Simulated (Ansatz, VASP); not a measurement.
# TiB2: VASP beside Ansatz

```
Ti B
1.0
     3.04926    0.00000    0.00000
    -1.52463    2.64074    0.00000
     0.00000    0.00000    3.24978
Ti B
1 2
Cartesian
  0.0000 0.0000 0.0000
  0.0000 1.7605 1.6249
  1.5246 0.8802 1.6249
```

Change from the starting cell: volume scaled by 1.02.

Alike in both runs: task single point; functional PBEsol; k mesh 14 × 14 × 11; occupations fermi-dirac, width 0.03 eV; no spin polarisation.

|  | VASP | Ansatz |
| --- | --- | --- |
| version | VASP 6.6.1 | Ansatz 0.2.0 |
| potentials or method | VASP PAW PBE potentials, release 64 (Ti_sv, B), cutoff 520 eV | all-electron LAPW, scalar-relativistic |

```csv
,VASP,Ansatz,Ansatz less VASP
pressure (GPa),-9.5,-9.9,-0.41
"traceless stress, the component that is largest in VASP (GPa)",-1.21,-1.11,+0.104
```

VASP's potentials were made for PBE, not for PBEsol. Ansatz ran all-electron here, and VASP with PAW potentials.
